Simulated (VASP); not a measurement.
Write the native input for VASP 6.6.1 that does the following.

```
Task                   : single point
Functional             : PBEsol
Potentials or basis    : VASP PAW PBE potentials, release 64 (H, Cl)
Cutoff                 : 520 eV
k mesh                 : 16 × 16 × 16
Occupations            : gaussian, width 0.15 eV
Spin                   : no spin polarisation
Dipole correction      : no
Further INCAR settings : ALGO = Normal; EDIFF = 1e-06; NBANDS = 11
```

The structure of HCl lies in POSCAR:

```
HCl
1.0
    0.0000000000      2.8743750000      2.7375000000
    2.8743750000      0.0000000000      2.7375000000
    2.8743750000      2.8743750000      0.0000000000
H Cl
1 1
Direct
    0.0000000000      0.0000000000      0.0000000000
    0.5000000000      0.5000000000      0.5000000000
```

This cell differs from its parent crystal: strain +0.050 along x and y, +0.000 along z.

One way to write it, as run:

INCAR

```
SYSTEM = HCl
  ALGO = Normal
  EDIFF = 1E-6
  ENCUT = 520
  GGA = PS
  ISIF = 2
  ISMEAR = 0
  LASPH = .True.
  LCHARG = .False.
  LREAL = .False.
  LWAVE = .False.
  NBANDS = 11
  NELM = 60
  PREC = Accurate
  SIGMA = 0.15
```

KPOINTS

```
k-points
0
Gamma
  16 16 16
  0 0 0
```

Potentials or basis: VASP PAW PBE potentials, release 64 (H, Cl).

Run with:

```bash
$ cat potpaw_PBE.64/H/POTCAR potpaw_PBE.64/Cl/POTCAR > POTCAR
$ mpirun -np 1 vasp_std > vasp.out
```

Results of the run:

```json
{
 "Pressure": "-9.5 GPa",
 "Band gap on the k mesh": "zero (band 4 reaches -2.84 eV, above the bottom of band 5 at -2.89 eV)"
}
```

Caveat: the cell differs from its parent crystal (strain +0.050 along x and y, +0.000 along z); the PAW data sets were made with another functional, which shifts forces and pressure a little.

Run time: 80 s on 1 thread of AMD EPYC 9R45 96-Core Processor (Zen 5), with other jobs on the host, peak memory 0.25 GiB.
